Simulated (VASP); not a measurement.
# TiRh3 (Pm-3m) in VASP: notebook

Runs on TiRh3. Level: LDA. Tasks: single point.

All numbers are computed with VASP 6.6.1; they aren't measurements. Logs are shortened: lines on timing, memory, paths and dates and some standing lists are left out, and cuts for length are marked.

**1. The cell of the first run**

The structure is cubic, space group Pm-3m (No. 221). The conventional cell has a = 3.822 Å, b = 3.822 Å, c = 3.822 Å, α = 90.00°, β = 90.00°, γ = 90.00°. Ti (site symmetry m-3m) has 12 Rh at 2.70 Å within 3.6 Å. Rh (site symmetry 4/mmm) has 4 Ti at 2.70 Å and 8 Rh at 2.70 Å within 3.6 Å.

**2. Single point, LDA**

The input, INCAR:

```
SYSTEM = TiRh3
ALGO = Normal
EDIFF = 1E-6
ENCUT = 520
ISIF = 2
ISMEAR = 1
LASPH = .True.
LCHARG = .False.
LREAL = .False.
LWAVE = .False.
NBANDS = 36
NELM = 60
PREC = Accurate
SIGMA = 0.05
```

The input, KPOINTS:

```
k-points
0
Gamma
  6 6 6
  0 0 0
```

The input, POSCAR:

```
TiRh3
1.0
    3.8220000000      0.0000000000      0.0000000000
    0.0000000000      3.8220000000      0.0000000000
    0.0000000000      0.0000000000      3.8220000000
Ti Rh
1 3
Direct
    0.0000000000      0.0000000000      0.0000000000
    0.0000000000      0.5000000000      0.5000000000
    0.5000000000      0.0000000000      0.5000000000
    0.5000000000      0.5000000000      0.0000000000
```

Potentials or basis: VASP PAW LDA potentials, release 64 (Ti_sv, Rh_pv).

Run with:

```bash
$ cat potpaw_LDA.64/Ti_sv/POTCAR potpaw_LDA.64/Rh_pv/POTCAR > POTCAR
$ mpirun -np 1 vasp_std > vasp.out
```

OUTCAR:

```text
SYSTEM = TiRh3
   EDIFF = 1E-6
   ENCUT = 520
   ISIF = 2
   ISMEAR = 1
   LASPH = .True.
   LREAL = .False.
   NELM = 60
   PREC = Accurate

 ion  position               nearest neighbor table
   1  0.000  0.000  0.000-   2 2.70   3 2.70   4 2.70   2 2.70   3 2.70   2 2.70   4 2.70   2 2.70
                             3 2.70   4 2.70   3 2.70   4 2.70
   2  0.000  0.500  0.500-   1 2.70   3 2.70   4 2.70   1 2.70   4 2.70   1 2.70   3 2.70   1 2.70
                             3 2.70   4 2.70   4 2.70   3 2.70
   3  0.500  0.000  0.500-   1 2.70   2 2.70   4 2.70   1 2.70   4 2.70   2 2.70   4 2.70   4 2.70
                             1 2.70   2 2.70   1 2.70   2 2.70
   4  0.500  0.500  0.000-   1 2.70   2 2.70   3 2.70   2 2.70   3 2.70   1 2.70   3 2.70   3 2.70
                             1 2.70   2 2.70   2 2.70   1 2.70

  LATTYP: Found a simple cubic cell.
 ALAT       =     3.8220000000

  Lattice vectors:

 A1 = (   3.8220000000,   0.0000000000,   0.0000000000)
 A2 = (   0.0000000000,   3.8220000000,   0.0000000000)
 A3 = (   0.0000000000,   0.0000000000,   3.8220000000)

Analysis of symmetry for initial positions (statically):
=====================================================================
 Subroutine PRICEL returns:
 Original cell was already a primitive cell.

 Routine SETGRP: Setting up the symmetry group for a
 simple cubic supercell.

 Subroutine GETGRP returns: Found 48 space group operations
 (whereof 48 operations were pure point group operations)
 out of a pool of 48 trial point group operations.

The static configuration has the point symmetry O_h .

Analysis of symmetry for dynamics (positions and initial velocities):
=====================================================================
 Subroutine PRICEL returns:
 Original cell was already a primitive cell.

 Routine SETGRP: Setting up the symmetry group for a
 simple cubic supercell.

 Subroutine GETGRP returns: Found 48 space group operations
 (whereof 48 operations were pure point group operations)
 out of a pool of 48 trial point group operations.

The dynamic configuration has the point symmetry O_h .

 Subroutine INISYM returns: Found 48 space group operations
 (whereof 48 operations are pure point group operations),
 and found     1 'primitive' translations

----------------------------------------------------------------------------------------

                                     Primitive cell

  volume of cell :      55.8306

  direct lattice vectors                    reciprocal lattice vectors
     3.822000000  0.000000000  0.000000000     0.261643119  0.000000000  0.000000000
     0.000000000  3.822000000  0.000000000     0.000000000  0.261643119  0.000000000
     0.000000000  0.000000000  3.822000000     0.000000000  0.000000000  0.261643119

  length of vectors
     3.822000000  3.822000000  3.822000000     0.261643119  0.261643119  0.261643119

  position of ions in fractional coordinates (direct lattice)
     0.000000000  0.000000000  0.000000000
     0.000000000  0.500000000  0.500000000
     0.500000000  0.000000000  0.500000000
     0.500000000  0.500000000  0.000000000

  ion indices of the primitive-cell ions
   primitive index   ion index
                 1           1
                 2           2
                 3           3
                 4           4

----------------------------------------------------------------------------------------

 KPOINTS: k-points

Automatic generation of k-mesh.
 Grid dimensions read from file:
 generate k-points for:    6    6    6

 Generating k-lattice:

  Cartesian coordinates                     Fractional coordinates (reciprocal lattice)
     0.043607186  0.000000000  0.000000000     0.166666667  0.000000000  0.000000000
     0.000000000  0.043607186  0.000000000     0.000000000  0.166666667  0.000000000
     0.000000000  0.000000000  0.043607186     0.000000000  0.000000000  0.166666667

  Length of vectors
     0.043607186  0.043607186  0.043607186

  Shift w.r.t. Gamma in fractional coordinates (k-lattice)
     0.000000000  0.000000000  0.000000000

 Subroutine IBZKPT returns following result:
 ===========================================

 Found     20 irreducible k-points:

 Following reciprocal coordinates:
            Coordinates               Weight
  0.000000  0.000000  0.000000      1.000000
  0.166667  0.000000  0.000000      6.000000
  0.333333  0.000000  0.000000      6.000000
  0.500000  0.000000  0.000000      3.000000
  0.166667  0.166667  0.000000     12.000000
  0.333333  0.166667  0.000000     24.000000
[... 12 lines left out ...]
  0.500000  0.500000  0.333333      6.000000
  0.500000  0.500000  0.500000      1.000000
   k-points           NKPTS =     20   k-points in BZ     NKDIM =     20   number of bands    NBANDS=     36
   number of dos      NEDOS =    301   number of ions     NIONS =      4
   total plane-waves  NPLWV =  21952
   dimension x,y,z NGX =    28 NGY =   28 NGZ =   28
   dimension x,y,z NGXF=    56 NGYF=   56 NGZF=   56
   ions per type =               1   3
   NGX,Y,Z   is equivalent  to a cutoff of  12.18, 12.18, 12.18 a.u.
   NGXF,Y,Z  is equivalent  to a cutoff of  24.36, 24.36, 24.36 a.u.
 SYSTEM =  TiRh3
   PREC   = accura    normal or accurate (medium, high low for compatibility)
   ISTART =      0    job   : 0-new  1-cont  2-samecut
   ICHARG =      2    charge: 1-file 2-atom 10-const
   ISPIN  =      1    spin polarized calculation?
   LNONCOLLINEAR =      F non collinear calculations
   LSORBIT =      F    spin-orbit coupling
   LASPH  =      T    aspherical Exc in radial PAW
   ENCUT  =  520.0 eV  38.22 Ry    6.18 a.u.   7.11  7.11  7.11*2*pi/ulx,y,z
   NELM   =     60;   NELMIN=  2; NELMDL= -5     # of ELM steps
   EDIFF  = 0.1E-05   stopping-criterion for ELM
   LREAL  =      F    real-space projection
   EDIFFG = 0.1E-04   stopping-criterion for IOM
   NSW    =      0    number of steps for IOM
   IBRION =     -1    ionic relax: 0-MD 1-quasi-New 2-CG
   NFREE  =      0    steps in history (QN), initial steepest desc. (CG)
   ISIF   =      2    stress and relaxation
   ISYM   =      2    0-nonsym 1-usesym 2-fastsym
   POTIM  = 0.5000    time-step for ionic-motion
   TEBEG  =    0.0;   TEEND  =   0.0 temperature during run
   PSTRESS=    0.0 pullay stress
   NELECT =      57.0000    total number of electrons
   NUPDOWN=      -1.0000    fix difference up-down
   EMIN   =  10.00;   EMAX   =-10.00  energy-range for DOS
   EFERMI =   0.00;   METHOD = LEGACY
   ISMEAR =     1;   SIGMA  =   0.05  broadening in eV -4-tet -1-fermi 0-gaus
   EFERMI_NEDOS =   21; number of points for ismear=-14 and -15
   IALGO  =     38    algorithm
   IMIX   =      4    mixing-type and parameters
     AMIX     =   0.40;   BMIX     =  1.00
     AMIX_MAG =   1.60;   BMIX_MAG =  1.00
  volume/ion in A,a.u.               =      13.96        94.19
  Fermi-wavevector in a.u.,A,eV,Ry     =   1.648450  3.115119 36.972298  2.717387
  Thomas-Fermi vector in A             =   2.737737
   LORBIT       =      0    0 simple, 1 ext, 2 COOP (PROOUT), +10 PAW based schemes
   GGA     = CA    functional components
   LHFCALC =     F    Hartree Fock is set to
   AEXX    =    0.0000 exact exchange contribution
   IVDW    =     0    specifies the selected vdW correction
   LEPSILON=     F    determine dielectric tensor
   LRPA    =     F    only Hartree local field effects (RPA)
 non-spin polarized calculation
 Methfessel and Paxton  Order N= 1 SIGMA  =   0.05
  energy-cutoff  :      520.00
  volume of cell :       55.83
 maximum number of plane-waves:      1518
   NGX = 15   NGY = 15   NGZ = 15

 number of electron      57.0000050 magnetization

 Free energy of the ion-electron system (eV)
  ---------------------------------------------------
  ext. energy  EPLUGINS =         0.00000000
  ---------------------------------------------------
  free energy    TOTEN  =       -37.13429516 eV

  energy without entropy =      -37.13307136  energy(sigma->0) =      -37.13388723

 E-fermi :  11.0055     XC(G=0): -13.9124

 val. band max:       10.9867846435   @ k =   0.3333   0.3333   0.3333
 cond. band min:      11.0069973355   @ k =   0.3333   0.3333   0.0000
 fundamental gap:      0.0202126920
 Fermi energy:        11.0054561311

 k-point     1 :       0.0000    0.0000    0.0000
  band No.  band energies     occupation
      1     -45.2395      2.00000
      2     -35.3244      2.00000
      3     -35.3244      2.00000
      4     -35.3244      2.00000
      5     -35.0248      2.00000
      6     -35.0248      2.00000
[... 28 lines left out ...]
     35      14.6250      0.00000
     36      14.6250      0.00000

 k-point     2 :       0.1667    0.0000    0.0000
  band No.  band energies     occupation
      1     -45.2397      2.00000
      2     -35.3061      2.00000
      3     -35.3061      2.00000
      4     -35.2937      2.00000
      5     -35.0307      2.00000
      6     -35.0307      2.00000
[... 28 lines left out ...]
     35      14.3121      0.00000
     36      16.4069      0.00000

 k-point     3 :       0.3333    0.0000    0.0000
  band No.  band energies     occupation
      1     -45.2403      2.00000
      2     -35.2621      2.00000
      3     -35.2621      2.00000
      4     -35.2092      2.00000
      5     -35.0498      2.00000
      6     -35.0498      2.00000
[... 28 lines left out ...]
     35      14.2936      0.00000
     36      18.6862      0.00000
[... 586 lines left out ...]
 k-point    19 :       0.5000    0.5000    0.3333
  band No.  band energies     occupation
      1     -45.2373      2.00000
      2     -35.4417      2.00000
      3     -35.2799      2.00000
      4     -35.2537      2.00000
      5     -35.2537      2.00000
      6     -34.9005      2.00000
[... 28 lines left out ...]
     35      13.5938      0.00000
     36      14.5267      0.00000

 k-point    20 :       0.5000    0.5000    0.5000
  band No.  band energies     occupation
      1     -45.2365      2.00000
      2     -35.4772      2.00000
      3     -35.2824      2.00000
      4     -35.2824      2.00000
      5     -35.2824      2.00000
      6     -34.8642      2.00000
[... 28 lines left out ...]
     35      13.5287      0.00000
     36      13.7957      0.00000

------------------------ aborting loop because EDIFF is reached ----------------------------------------

  FORCE on cell =-STRESS in cart. coord.  units (eV):
  Direction    XX          YY          ZZ          XY          YZ          ZX
  --------------------------------------------------------------------------------------
  -------------------------------------------------------------------------------------
  Total       -3.3601345     -3.3601345     -3.3601345      0.0000000      0.0000000      0.0000000
  in kB      -96.4262311    -96.4262311    -96.4262311      0.0000000      0.0000000      0.0000000
  external PRESSURE =     -96.4262311 kB  Pullay stress =       0.0000000 kB

 VOLUME and BASIS-vectors are now :
 -----------------------------------------------------------------------------
  energy-cutoff  :      520.00
  volume of cell :       55.83
      direct lattice vectors                 reciprocal lattice vectors
     3.822000000  0.000000000  0.000000000     0.261643119  0.000000000  0.000000000
     0.000000000  3.822000000  0.000000000     0.000000000  0.261643119  0.000000000
     0.000000000  0.000000000  3.822000000     0.000000000  0.000000000  0.261643119

 POSITION                                       TOTAL-FORCE (eV/Angst)
 -----------------------------------------------------------------------------------
      0.00000      0.00000      0.00000         0.000000      0.000000      0.000000
      0.00000      1.91100      1.91100         0.000000      0.000000      0.000000
      1.91100      0.00000      1.91100         0.000000      0.000000      0.000000
      1.91100      1.91100      0.00000         0.000000      0.000000      0.000000
 -----------------------------------------------------------------------------------
    total drift:                                0.000000      0.000000      0.000000

  FREE ENERGIE OF THE ION-ELECTRON SYSTEM (eV)
  ---------------------------------------------------
  free  energy   TOTEN  =       -37.1342951590 eV

  energy  without entropy=      -37.1330713610  energy(sigma->0) =      -37.13388723
```

Run time: 78 s. Hardware: 1 thread of AMD EPYC 7R13, shared host; peak memory 0.13 GiB.

Results:

```
Free energy : -37.1343 eV
Pressure    : -9.6 GPa
```

Levels at points of the mesh, in eV from the Fermi level:
```tsv
k point	band 25	band 26	band 27	band 28	band 29	band 30	band 31	band 32
(0.00, 0.00, 0.00)	-0.21	0.83	1.29	1.29	1.29	2.65	2.65	3.32
(0.50, 0.00, 0.00)	-1.25	-1.11	-1.11	-0.91	0.09	1.06	1.06	1.30
(0.50, 0.50, 0.00)	-1.61	-1.53	-1.53	-1.13	-0.78	-0.74	1.45	1.45
(0.50, 0.50, 0.50)	-1.56	0.87	0.87	0.87	1.01	1.13	1.13	1.13
```

**3. Single point, LDA**

The input, INCAR:

```
SYSTEM = TiRh3
PREC     = Accurate       ! precision mode
ENCUT    = 520            ! plane-wave cutoff, eV
EDIFF    = 1E-6           ! SCF threshold, eV
ISMEAR   = 1              ! smearing method
SIGMA    = 0.05           ! smearing width, eV
LREAL    = .FALSE.        ! projectors in reciprocal space
LASPH    = .TRUE.         ! aspherical terms in the spheres
NELM     = 60             ! most SCF steps
ALGO     = Normal         ! electronic algorithm
ISIF     = 2              ! what is computed and relaxed
LWAVE    = .FALSE.        ! write WAVECAR
LCHARG   = .FALSE.        ! write CHGCAR
GGA      = CA             ! functional
NBANDS   = 36             ! bands
```

The input, KPOINTS:

```
regular mesh
0
G
  6 6 6
  0 0 0
```

POSCAR is that of step 2.

Potentials or basis: VASP PAW LDA potentials, release 64 (Ti_sv, Rh_pv).

Run with:

```bash
$ cat potpaw_LDA.64/Ti_sv/POTCAR potpaw_LDA.64/Rh_pv/POTCAR > POTCAR
$ mpirun -np 1 vasp_std > vasp.out
```

Wall time 86 s (1 thread of AMD EPYC 7R13, shared host); peak memory 0.13 GiB.

It converged, with:

```
Free energy : -37.1343 eV
Pressure    : -9.6 GPa
```

Levels at points of the mesh, in eV from the Fermi level:
| k point | band 25 | band 26 | band 27 | band 28 | band 29 | band 30 | band 31 | band 32 |
| --- | --- | --- | --- | --- | --- | --- | --- | --- |
| (0.00, 0.00, 0.00) | -0.21 | 0.83 | 1.29 | 1.29 | 1.29 | 2.65 | 2.65 | 3.32 |
| (0.50, 0.00, 0.00) | -1.25 | -1.11 | -1.11 | -0.91 | 0.09 | 1.06 | 1.06 | 1.30 |
| (0.50, 0.50, 0.00) | -1.61 | -1.53 | -1.53 | -1.13 | -0.78 | -0.74 | 1.45 | 1.45 |
| (0.50, 0.50, 0.50) | -1.56 | 0.87 | 0.87 | 0.87 | 1.01 | 1.13 | 1.13 | 1.13 |
